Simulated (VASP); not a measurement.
# TeOs (Pm-3m) in VASP: further runs, part 2 of 2

VASP 6.6.1.

### 3 Single point, PBE

This run uses another cell than the first one, of 18.56 Å³/atom, 0.799 times its volume.

File INCAR:

```
ALGO = Normal
EDIFF = 1E-6
ENCUT = 520
GGA = PE
ISIF = 2
ISMEAR = 0
LASPH = True
LCHARG = True
LELF = True
LREAL = False
LVHAR = True
LWAVE = False
NBANDS = 14
NELM = 80
PREC = Accurate
SIGMA = 0.1
```

File KPOINTS:

```
k-points
0
Gamma
  16 16 16
```

File POSCAR:

```
TeOs
1.0
    3.3359353265      0.0000000000      0.0000000000
    0.0000000000      3.3359353265      0.0000000000
    0.0000000000      0.0000000000      3.3359353265
Te Os
1 1
Direct
    0.0000000000      0.0000000000      0.0000000000
    0.5000000000      0.5000000000      0.5000000000
```

Potentials or basis: VASP PAW PBE potentials, release 64 (Te, Os).

Launch:

```bash
$ cat potpaw_PBE.64/Te/POTCAR potpaw_PBE.64/Os/POTCAR > POTCAR
$ mpirun -np 1 vasp_std > vasp.out
```

OUTCAR:

```text
EDIFF = 1E-6
   ENCUT = 520
   GGA = PE
   ISIF = 2
   ISMEAR = 0
   LASPH = True
   LREAL = False
   NELM = 80
   PREC = Accurate

 ion  position               nearest neighbor table
   1  0.000  0.000  0.000-   2 2.89   2 2.89   2 2.89   2 2.89   2 2.89   2 2.89   2 2.89   2 2.89

   2  0.500  0.500  0.500-   1 2.89   1 2.89   1 2.89   1 2.89   1 2.89   1 2.89   1 2.89   1 2.89

  LATTYP: Found a simple cubic cell.
 ALAT       =     3.3359353265

  Lattice vectors:

 A1 = (   3.3359353265,   0.0000000000,   0.0000000000)
 A2 = (   0.0000000000,   3.3359353265,   0.0000000000)
 A3 = (   0.0000000000,   0.0000000000,   3.3359353265)

Analysis of symmetry for initial positions (statically):
=====================================================================
 Subroutine PRICEL returns:
 Original cell was already a primitive cell.

 Routine SETGRP: Setting up the symmetry group for a
 simple cubic supercell.

 Subroutine GETGRP returns: Found 48 space group operations
 (whereof 48 operations were pure point group operations)
 out of a pool of 48 trial point group operations.

The static configuration has the point symmetry O_h .

[... 175 lines left out ...]
      6       9.3178      2.00000
      7       9.6031      2.00000
      8       9.6031      2.00000
      9       9.6031      2.00000
     10      12.4588      0.00000
     11      18.4201      0.00000
     12      18.4201      0.00000
     13      23.8822      0.00000
     14      23.8822      0.00000
[... 377 lines left out ...]
      1      -2.4582      2.00000
      2       1.7545      2.00000
      3       6.4742      2.00000
      4       6.9923      2.00000
      5       7.2830      2.00000
      6       9.4801      2.00000
      7      10.7306      0.15719
      8      12.9985      0.00000
      9      14.2997      0.00000
     10      14.9607      0.00000
     11      15.9830      0.00000
     12      18.0003      0.00000
     13      18.2358      0.00000
     14      20.0345      0.00000

 [... further k-points ...]

------------------------ aborting loop because EDIFF is reached ----------------------------------------

  FORCE on cell =-STRESS in cart. coord.  units (eV):
  Direction    XX          YY          ZZ          XY          YZ          ZX
  --------------------------------------------------------------------------------------
  -------------------------------------------------------------------------------------
  Total       -0.0160614     -0.0160614     -0.0160614     -0.0000000     -0.0000000      0.0000000
  in kB       -0.6931707     -0.6931707     -0.6931707     -0.0000000     -0.0000000      0.0000000
  external PRESSURE =      -0.6931707 kB  Pullay stress =       0.0000000 kB

 VOLUME and BASIS-vectors are now :
 -----------------------------------------------------------------------------
  energy-cutoff  :      520.00
  volume of cell :       37.12
      direct lattice vectors                 reciprocal lattice vectors
     3.335935327  0.000000000  0.000000000     0.299766003  0.000000000  0.000000000
     0.000000000  3.335935327  0.000000000     0.000000000  0.299766003  0.000000000
     0.000000000  0.000000000  3.335935327     0.000000000  0.000000000  0.299766003

 POSITION                                       TOTAL-FORCE (eV/Angst)
 -----------------------------------------------------------------------------------
      0.00000      0.00000      0.00000         0.000000      0.000000      0.000000
      1.66797      1.66797      1.66797         0.000000      0.000000      0.000000
 -----------------------------------------------------------------------------------
    total drift:                                0.000000      0.000000      0.000000

  FREE ENERGIE OF THE ION-ELECTRON SYSTEM (eV)
  ---------------------------------------------------
  free  energy   TOTEN  =       -12.4611121967 eV

  energy  without entropy=      -12.4488118203  energy(sigma->0) =      -12.45496201
```

OSZICAR:

```text
N       E                     dE             d eps       ncg     rms          rms(c)
DAV:   1     0.610770539292E+02    0.61077E+02   -0.58397E+03  4620   0.868E+02
DAV:   2    -0.922056116774E+01   -0.70298E+02   -0.61373E+02  5118   0.217E+02
DAV:   3    -0.127057559283E+02   -0.34852E+01   -0.33645E+01  6042   0.401E+01
DAV:   4    -0.127428384274E+02   -0.37082E-01   -0.37038E-01  5204   0.498E+00
DAV:   5    -0.127433503232E+02   -0.51190E-03   -0.51186E-03  5982   0.586E-01    0.192E+01
DAV:   6    -0.125328866500E+02    0.21046E+00   -0.70955E-01  6322   0.635E+00    0.984E+00
DAV:   7    -0.124864266471E+02    0.46460E-01   -0.26550E-01  5268   0.349E+00    0.523E+00
DAV:   8    -0.124615954428E+02    0.24831E-01   -0.87262E-02  5842   0.231E+00    0.147E+00
DAV:   9    -0.124618956120E+02   -0.30017E-03   -0.24647E-03  5016   0.346E-01    0.185E+00
DAV:  10    -0.124612415344E+02    0.65408E-03   -0.83701E-04  4824   0.163E-01    0.749E-01
DAV:  11    -0.124611240412E+02    0.11749E-03   -0.29126E-04  5304   0.108E-01    0.127E-01
DAV:  12    -0.124611204136E+02    0.36277E-05   -0.52302E-06  5712   0.205E-02    0.839E-02
DAV:  13    -0.124611123271E+02    0.80864E-05   -0.31369E-05  5610   0.434E-02    0.306E-02
DAV:  14    -0.124611121967E+02    0.13045E-06   -0.87216E-07  2868   0.728E-03
   1 F= -.12461112E+02 E0= -.12454962E+02  d E =-.123004E-01
```

stdout:

```text
POSCAR found type information on POSCAR TeOs
 POSCAR found :  2 types and       2 ions
 scaLAPACK will be used
 LDA part: xc-table for (Slater+PW92), standard interpolation
 POSCAR, INCAR and KPOINTS ok, starting setup
 FFT: planning ... GRIDC
 FFT: planning ... GRID_SOFT
 FFT: planning ... GRID
 WAVECAR not read
 entering main loop
```

Run time: 97 s. Hardware: 1 thread of Intel Xeon Platinum 8488C (Sapphire Rapids), shared host; peak memory 0.23 GiB.

What came out:

```
Free energy            : -12.4611 eV
Pressure               : -0.1 GPa
Band gap on the k mesh : zero (band 7 reaches 11.75 eV, above the bottom of band 8 at 9.60 eV)
```

Caveat: spin-orbit coupling is left out, which moves the levels of the heavy elements.

### 4 Relaxation of cell and atoms, PBE

This run uses another cell than the first one, of 18.46 Å³/atom, 0.794 times its volume.

File INCAR:

```
PREC = Accurate
ENCUT = 600
EDIFF = 1E-7
ISMEAR = 0
SIGMA = 0.1
LREAL = False
LASPH = True
NELM = 60
ALGO = Normal
ISIF = 3
LWAVE = False
LCHARG = False
GGA = PE
IBRION = 2
NSW = 100
EDIFFG = -0.01
```

File KPOINTS:

```
regular mesh
0
Gamma
  16 16 16
```

File POSCAR:

```
TeOs
1.0
    3.3299713881      0.0000000000      0.0000000000
    0.0000000000      3.3299713881      0.0000000000
    0.0000000000      0.0000000000      3.3299713881
Te Os
1 1
Direct
    0.0000000000      0.0000000000      0.0000000000
    0.5000000000      0.5000000000      0.5000000000
```

Launch:

```bash
$ cat potpaw_PBE.64/Te/POTCAR potpaw_PBE.64/Os/POTCAR > POTCAR
$ mpirun -np 1 vasp_std > vasp.out
```

It took 3.1 min on 1 thread of Intel Xeon Platinum 8488C (Sapphire Rapids), shared host; peak memory 0.25 GiB.

The run converged. Its results:

```yaml
Free_energy: -12.4615 eV
Relaxed_volume: 18.56 Å³/atom
Relaxed_cell: a = 3.336 Å, b = 3.336 Å, c = 3.336 Å, α = 90.00°, β = 90.00°, γ = 90.00°
Space_group_after_relaxing_to_0.05_Å: Pm-3m (No. 221)
Energy_gained_by_relaxing: 0.3 meV/atom
Ionic_steps: 3
Pressure_after_relaxing: 0.0 GPa
Band_gap_on_the_k_mesh: zero (band 7 reaches 11.75 eV, above the bottom of band 8 at 9.60 eV)
```

The path:
```csv
step,energy change (eV),largest force (eV/Å),pressure (GPa),volume (Å³)
1,0.0000,0.0000,0.93,36.93
2,0.0015,0.0000,-1.70,37.50
3,-0.0006,0.0000,0.01,37.12
```

Final structure:
```
Te Os
1.0
     3.33582    0.00000    0.00000
     0.00000    3.33582    0.00000
     0.00000    0.00000    3.33582
Te Os
1 1
Direct
  0.00000 0.00000 0.00000
  0.50000 0.50000 0.50000
```

Levels at points of the mesh, in eV from the Fermi level:
```tsv
k point	band 5	band 6	band 7	band 8	band 9	band 10
(0.00, 0.00, 0.00)	-1.31	-1.31	-1.03	-1.03	-1.03	1.83
(0.50, 0.00, 0.00)	-3.46	-0.94	0.10	4.05	4.05	4.91
(0.50, 0.50, 0.00)	-2.13	-2.13	-0.28	0.19	1.08	1.25
(0.50, 0.50, 0.50)	0.28	0.28	1.12	1.12	1.12	3.07
```

Caveat: spin-orbit coupling is left out, which moves the levels of the heavy elements.

### 5 Overview

```csv
task,cell,k mesh,cutoff (eV),gap on the mesh (eV),pressure (GPa),relaxed volume (Å³/atom)
relaxation of cell and atoms,"relaxed from a = 3.596 Å, 2 atoms",6 × 6 × 6,600,none,0.0,18.46
single point,"a = 3.336 Å, 2 atoms",16 × 16 × 16,520,none,-0.1,-
relaxation of cell and atoms,"relaxed from a = 3.330 Å, 2 atoms",16 × 16 × 16,600,none,0.0,18.56
```

Alike in all rows: level PBE; potentials or basis VASP PAW PBE potentials, release 64 (Te, Os); no spin polarisation; smearing gaussian 0.1 eV.

Caveats: spin-orbit coupling is left out, which moves the levels of the heavy elements; the volume moved by over 15 % at a fixed basis, so the end points are rough (some runs).

Absolute energies hang on the potentials; compare differences alone.
